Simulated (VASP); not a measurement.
# Si (C2/m) in VASP: notebook

Si is run at these levels: LDA; tasks: single point.

All numbers are computed with VASP 6.6.1; they aren't measurements. Logs are shortened: lines on timing, memory, paths and dates and some standing lists are left out, and cuts for length are marked.

**1. The cell of the first run**

Symmetry: C2/m, No. 12, monoclinic system. Conventional cell: a = 4.866 Å, b = 5.295 Å, c = 5.086 Å, α = 90.00°, β = 115.67°, γ = 90.00°. Within 3.2 Å of Si (site symmetry 2) lie 8 Si at 2.43 to 2.86 Å. Within 3.2 Å of Si (site symmetry m) lie 8 Si at 2.45 to 2.80 Å.

**2. Single point, LDA (strain -0.0500 x Voigt [0, 0, 0, 0, 1, 0])**

Input file INCAR:

```
ALGO = Normal
EDIFF = 1E-6
ENCUT = 520
ISIF = 2
ISMEAR = 0
LASPH = T
LCHARG = F
LREAL = F
LWAVE = F
NBANDS = 16
NELM = 80
PREC = Accurate
SIGMA = 0.15
```

Input file KPOINTS:

```
k-points
0
Gamma
  14 14 14
```

Input file POSCAR:

```
Si
1.0
   -0.1147147332      2.6473542551      4.5885893296
    2.3172939990      0.0000000000      4.5277891113
    2.4320087322      2.6473542551     -0.0608002183
Si
4
Direct
    0.7297169282      0.2702830718      0.7297169282
    0.2702830718      0.7297169282      0.2702830718
    0.7744251954      0.7744251954      0.2255748046
    0.2255748046      0.2255748046      0.7744251954
```

Potentials or basis: VASP PAW LDA potentials, release 64 (Si).

Command:

```bash
$ cat potpaw_LDA.64/Si/POTCAR > POTCAR
$ mpirun -np 1 vasp_std > vasp.out
```

OUTCAR:

```text
EDIFF = 1E-6
   ENCUT = 520
   ISIF = 2
   ISMEAR = 0
   LASPH = T
   LREAL = F
   NELM = 80
   PREC = Accurate

 ion  position               nearest neighbor table
   1  0.730  0.270  0.730-   2 2.43   2 2.44   2 2.44   3 2.52   4 2.52   3 2.80   4 2.80   2 2.86

   2  0.270  0.730  0.270-   1 2.43   1 2.44   1 2.44   4 2.52   3 2.52   4 2.80   3 2.80   1 2.86

   3  0.774  0.774  0.226-   4 2.45   4 2.50   1 2.52   2 2.52   4 2.69   4 2.69   2 2.80   1 2.80

   4  0.226  0.226  0.774-   3 2.45   3 2.50   2 2.52   1 2.52   3 2.69   3 2.69   2 2.80   1 2.80

  LATTYP: Found a base centered monoclinic cell.
 ALAT       =     4.8655372324
 B/A-ratio  =     1.0882063495
 C/A-ratio  =     1.0453783596
 COS(beta)  =    -0.4332027158

  Lattice vectors:

 A1 = (  -2.4320087322,   2.6473542551,   0.0608002183)
 A2 = (  -2.4320087322,  -2.6473542551,   0.0608002183)
 A3 = (   2.3172939990,   0.0000000000,   4.5277891113)

Analysis of symmetry for initial positions (statically):
=====================================================================
 Subroutine PRICEL returns:
 Original cell was already a primitive cell.

 Routine SETGRP: Setting up the symmetry group for a
 base centered monoclinic supercell.

 Subroutine GETGRP returns: Found  4 space group operations
 (whereof  4 operations were pure point group operations)
 out of a pool of  4 trial point group operations.

The static configuration has the point symmetry C_2h.

Analysis of symmetry for dynamics (positions and initial velocities):
=====================================================================
 Subroutine PRICEL returns:
 Original cell was already a primitive cell.

 Routine SETGRP: Setting up the symmetry group for a
 base centered monoclinic supercell.

 Subroutine GETGRP returns: Found  4 space group operations
 (whereof  4 operations were pure point group operations)
 out of a pool of  4 trial point group operations.

The dynamic configuration has the point symmetry C_2h.

 Subroutine INISYM returns: Found  4 space group operations
 (whereof  4 operations are pure point group operations),
 and found     1 'primitive' translations

----------------------------------------------------------------------------------------

                                     Primitive cell

  volume of cell :      59.0493

[... 91 lines left out ...]
   NELM   =     80;   NELMIN=  2; NELMDL= -5     # of ELM steps
   EDIFF  = 0.1E-05   stopping-criterion for ELM
   LREAL  =      F    real-space projection
   EDIFFG = 0.1E-04   stopping-criterion for IOM
   NSW    =      0    number of steps for IOM
   IBRION =     -1    ionic relax: 0-MD 1-quasi-New 2-CG
   NFREE  =      0    steps in history (QN), initial steepest desc. (CG)
   ISIF   =      2    stress and relaxation
   ISYM   =      2    0-nonsym 1-usesym 2-fastsym
   POTIM  = 0.5000    time-step for ionic-motion
   TEBEG  =    0.0;   TEEND  =   0.0 temperature during run
   PSTRESS=    0.0 pullay stress
   NELECT =      16.0000    total number of electrons
   NUPDOWN=      -1.0000    fix difference up-down
   EMIN   =  10.00;   EMAX   =-10.00  energy-range for DOS
   EFERMI =   0.00;   METHOD = LEGACY
   ISMEAR =     0;   SIGMA  =   0.15  broadening in eV -4-tet -1-fermi 0-gaus
   EFERMI_NEDOS =   21; number of points for ismear=-14 and -15
   IALGO  =     38    algorithm
   IMIX   =      4    mixing-type and parameters
     AMIX     =   0.40;   BMIX     =  1.00
     AMIX_MAG =   1.60;   BMIX_MAG =  1.00
  volume/ion in A,a.u.               =      14.76        99.62
  Fermi-wavevector in a.u.,A,eV,Ry     =   1.059359  2.001898 15.269026  1.122242
  Thomas-Fermi vector in A             =   2.194702
   LORBIT       =      0    0 simple, 1 ext, 2 COOP (PROOUT), +10 PAW based schemes
   GGA     = CA    functional components
   LHFCALC =     F    Hartree Fock is set to
   AEXX    =    0.0000 exact exchange contribution
   IVDW    =     0    specifies the selected vdW correction
   LEPSILON=     F    determine dielectric tensor
   LRPA    =     F    only Hartree local field effects (RPA)
 non-spin polarized calculation
 Gauss-broadening in eV      SIGMA  =   0.15
  energy-cutoff  :      520.00
  volume of cell :       59.05
 maximum number of plane-waves:      1611
   NGX = 19   NGY = 19   NGZ = 13

 number of electron      16.0000000 magnetization

 Free energy of the ion-electron system (eV)
  ---------------------------------------------------
  ext. energy  EPLUGINS =         0.00000000
  ---------------------------------------------------
  free energy    TOTEN  =       -22.94770994 eV

  energy without entropy =      -22.93310998  energy(sigma->0) =      -22.94040996

 E-fermi :   9.5344     XC(G=0): -11.1187

 val. band max:        9.5300322153   @ k =  -0.4286   0.2857   0.0000
 cond. band min:       9.5362017617   @ k =  -0.2857  -0.4286   0.0714
 fundamental gap:      0.0061695464
 Fermi energy:         9.5343901153

 k-point     1 :       0.0000    0.0000    0.0000
  band No.  band energies     occupation
      1      -4.4565      2.00000
      2       1.8399      2.00000
      3       2.7287      2.00000
      4       6.6608      2.00000
      5       6.8750      2.00000
      6       7.4905      2.00000
[... 433 lines left out ...]
      3       3.9135      2.00000
      4       5.7965      2.00000
      5       6.6235      2.00000
      6       6.9540      2.00000
[... 8 lines left out ...]
     15      16.9780      0.00000
     16      17.8686      0.00000

 [... further k-points ...]

------------------------ aborting loop because EDIFF is reached ----------------------------------------

  FORCE on cell =-STRESS in cart. coord.  units (eV):
  Direction    XX          YY          ZZ          XY          YZ          ZX
  --------------------------------------------------------------------------------------
  -------------------------------------------------------------------------------------
  Total        0.1685209     -0.1043755      0.0177090      0.0000000     -0.0000000      1.4080580
  in kB        4.5724546     -2.8320067      0.4804955      0.0000000     -0.0000000     38.2046530
  external PRESSURE =       0.7403144 kB  Pullay stress =       0.0000000 kB

 VOLUME and BASIS-vectors are now :
 -----------------------------------------------------------------------------
  energy-cutoff  :      520.00
  volume of cell :       59.05
      direct lattice vectors                 reciprocal lattice vectors
    -0.114714733  2.647354255  4.588589330    -0.202994090  0.188867810  0.103891099
     2.317293999  0.000000000  4.527789111     0.208445794 -0.188867810  0.114177096
     2.432008732  2.647354255 -0.060800218     0.202994090  0.188867810 -0.103891099

 POSITION                                       TOTAL-FORCE (eV/Angst)
 -----------------------------------------------------------------------------------
      2.31729      3.86364      4.52779         0.000000     -0.002135     -0.000000
      2.31729      1.43107      4.52779         0.000000      0.002135      0.000000
      2.25433      2.64735      7.04624         0.006309      0.000000     -0.008885
      2.38026      2.64735      2.00934        -0.006309      0.000000      0.008885
 -----------------------------------------------------------------------------------
    total drift:                                0.000000     -0.000000      0.000000

  FREE ENERGIE OF THE ION-ELECTRON SYSTEM (eV)
  ---------------------------------------------------
  free  energy   TOTEN  =       -22.9477099432 eV

  energy  without entropy=      -22.9331099807  energy(sigma->0) =      -22.94040996
```

Wall time 4.3 min (1 thread of Intel Xeon 6975P-C (Granite Rapids), shared host); peak memory 0.55 GiB.

What came out:

```
Free energy            : -22.9477 eV
Pressure               : 0.1 GPa
Largest force          : 0.011 eV/Å
Band gap on the k mesh : zero (bands 8 and 9 overlap by 3.99 eV)
```

Forces in eV/Å, atoms in the order of the input:
```
Si   0.000 -0.002  0.000
Si   0.000  0.002  0.000
Si   0.006  0.000 -0.009
Si  -0.006  0.000  0.009
```

Stress tensor (GPa, compression positive):
```
 0.46  0.00  3.82
 0.00 -0.28  0.00
 3.82  0.00  0.05
```

Levels at points of the mesh, in eV from the Fermi level:
```tsv
k point	band 5	band 6	band 7	band 8	band 9	band 10	band 11	band 12
(0.00, 0.00, 0.00)	-2.66	-2.04	-1.94	-1.92	-1.62	1.32	1.72	4.98
(0.50, 0.00, 0.00)	-1.83	-1.64	-1.33	-0.07	0.50	0.59	3.22	3.28
(0.00, 0.50, 0.00)	-1.45	-1.14	-0.93	0.09	0.22	0.37	2.79	2.82
(0.50, 0.50, 0.00)	-2.68	-2.56	0.32	1.02	1.78	2.43	2.88	3.11
(0.50, 0.00, 0.50)	-5.55	-5.29	-2.83	-2.53	-1.96	-1.78	5.08	5.74
(0.00, 0.50, 0.50)	-6.92	-6.60	-2.92	-1.91	-1.72	1.50	4.80	5.25
```

Caveat: the cell differs from its parent crystal (strain -0.0500 x Voigt [0, 0, 0, 0, 1, 0]).

**3. Single point, LDA (strain +0.0250 x Voigt [0, 0, 0, 0, 1, 0])**

Input file INCAR:

```
SYSTEM = Si
PREC = Accurate ; ENCUT = 520
EDIFF = 1E-6 ; ISMEAR = 0
SIGMA = 0.15 ; LREAL = .False.
LASPH = .True. ; NELM = 100
ALGO = Normal ; ISIF = 2
LWAVE = .False. ; LCHARG = .False.
GGA = CA ; NBANDS = 16
```

Input file KPOINTS:

```
regular mesh
0
Gamma
  14 14 14
  0 0 0
```

Input file POSCAR:

```
Si
1.0
    0.0573573666      2.6473542551      4.5885893296
    2.4893660988      0.0000000000      4.6189894388
    2.4320087322      2.6473542551      0.0304001092
Si
4
Direct
    0.7297169282      0.2702830718      0.7297169282
    0.2702830718      0.7297169282      0.2702830718
    0.7744251954      0.7744251954      0.2255748046
    0.2255748046      0.2255748046      0.7744251954
```

Potentials or basis: VASP PAW LDA potentials, release 64 (Si).

Command:

```bash
$ cat potpaw_LDA.64/Si/POTCAR > POTCAR
$ mpirun -np 1 vasp_std > vasp.out
```

Run time: 9.1 min. Hardware: 1 thread of Intel Xeon Platinum 8488C (Sapphire Rapids), shared host; peak memory 0.55 GiB.

Results (log left out):

```yaml
Free_energy: -22.9740 eV
Pressure: 0.1 GPa
Largest_force: 0.016 eV/Å
Band_gap_on_the_k_mesh: zero (bands 8 and 9 overlap by 3.92 eV)
```

Forces on the atoms (eV/Å):
```
Si   0.000 -0.005  0.000
Si   0.000  0.005  0.000
Si   0.000  0.000 -0.016
Si   0.000  0.000  0.016
```

Stress tensor (GPa, compression positive):
```
 0.28  0.00 -1.89
 0.00  0.00  0.00
-1.89  0.00 -0.07
```

Levels at points of the mesh, in eV from the Fermi level:
```
           k point  band 5  band 6  band 7  band 8  band 9  band 10  band 11  band 12
(0.00, 0.00, 0.00)   -2.56   -2.17   -1.98   -1.93   -1.61     1.29     1.69     4.98
(0.50, 0.00, 0.00)   -1.53   -1.26   -1.06    0.12    0.29     0.29     2.89     2.93
(0.00, 0.50, 0.00)   -1.72   -1.51   -1.26    0.01    0.40     0.48     3.11     3.16
(0.50, 0.50, 0.00)   -2.68   -2.56    0.31    1.00    1.84     2.52     2.95     3.19
(0.50, 0.00, 0.50)   -5.60   -5.33   -2.85   -2.55   -1.97    -1.79     5.26     5.95
(0.00, 0.50, 0.50)   -6.92   -6.60   -2.72   -1.96   -1.83     1.40     4.78     5.23
```

Caveat: the cell differs from its parent crystal (strain +0.0250 x Voigt [0, 0, 0, 0, 1, 0]).
